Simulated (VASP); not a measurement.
Input of a VASP 6.6.1 run:

The input POSCAR:

```
Al3Cu2
1.0
    4.1018117833      0.0000000000      0.0000000000
   -2.0509058917      3.5522732059      0.0000000000
    0.0000000000      0.0000000000      4.7902669367
Al Cu
3 2
Direct
    0.0000000000      0.0000000000      0.0000000000
    0.3333333333      0.6666666667      0.3501725384
    0.6666666667      0.3333333333      0.6498274616
    0.3333333333      0.6666666667      0.8401683181
    0.6666666667      0.3333333333      0.1598316819
```

The input INCAR.step1:

```
SYSTEM = Al3Cu2
PREC = Accurate
ENCUT = 520
ISMEAR = 0
SIGMA = 0.15
LREAL = .False.
LASPH = .True.
NELM = 60
NBANDS = 24
GGA = PE
ALGO = Normal
EDIFF = 1E-4
LWAVE = .True.
LCHARG = .False.
```

The input INCAR.step2:

```
SYSTEM = Al3Cu2
PREC = Accurate
ENCUT = 520
EDIFF = 1E-7
ISMEAR = 0
SIGMA = 0.15
LREAL = .False.
LASPH = .True.
NELM = 60
ALGO = Normal
ISIF = 2
LWAVE = .False.
LCHARG = .False.
METAGGA = R2SCAN
LMIXTAU = .True.
NBANDS = 24
ISTART = 1
```

The input KPOINTS:

```
regular mesh
0
Gamma
  12 12 10
  0 0 0
```

Potentials or basis: VASP PAW PBE potentials, release 64 (Al, Cu).

Run with:

```console
$ cat potpaw_PBE.64/Al/POTCAR potpaw_PBE.64/Cu/POTCAR > POTCAR
$ cp INCAR.step1 INCAR
$ mpirun -np 1 vasp_std > vasp.out
$ cp INCAR.step2 INCAR
$ mpirun -np 1 vasp_std > vasp.out
```

(1) Predict the largest force.

(2) What does it give for the band gap on the k mesh?

(3) Estimate the pressure.

## Answers

(1) 0.187 eV/Å.

(2) zero (an odd number of electrons rules out a gap without spin polarisation).

(3) 5.6 GPa.

Caveat: the cell differs from its parent crystal (strain +0.000 along x and y, -0.040 along z); the cell stands under pressure; the PAW data sets were made with another functional, which shifts forces and pressure a little.
